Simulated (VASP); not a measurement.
Al: single point with PBE

Al:

```xyz
1
Lattice="-1.4739 1.4739 1.8443 1.4739 -1.4739 1.8443 1.4739 1.4739 -1.8443" Properties=species:S:1:pos:R:3 pbc="T T T"
Al    0.0000    0.0000    0.0000
```

This cell differs from its parent crystal: volume 16.025 Å^3 an atom, c/a of the conventional cell 1.2513.

| Quantity | Value |
| --- | --- |
| Program | VASP 6.6.1 |
| Task | single point |
| Functional | PBE |
| Potentials or basis | VASP PAW PBE potentials, release 64 (Al) |
| Cutoff | 520 eV |
| k mesh | 22 × 22 × 22 |
| Occupations | gaussian, width 0.15 eV |
| Spin | no spin polarisation |

The pressure is 3.2 GPa.

Stress tensor (GPa, compression positive):
```
1.06 0.00 0.00
0.00 1.06 0.00
0.00 0.00 7.45
```

Levels at points of the mesh, in eV from the Fermi level:
```tsv
k point	band 1	band 2	band 3	band 4	band 5	band 6
(0.00, 0.00, 0.00)	-11.31	12.58	12.58	13.85	14.38	14.77
(0.50, 0.00, 0.00)	-4.65	-4.33	10.30	10.33	12.02	12.35
(0.50, 0.50, 0.00)	-3.54	-2.41	5.97	6.30	7.07	10.16
(0.50, 0.50, 0.50)	-1.59	0.15	4.29	4.29	4.38	7.89
```

Wall time 43 s on 1 thread of Intel(R) Xeon(R) Platinum 8488C (Sapphire Rapids) (shared host), peak memory 0.2 GiB.
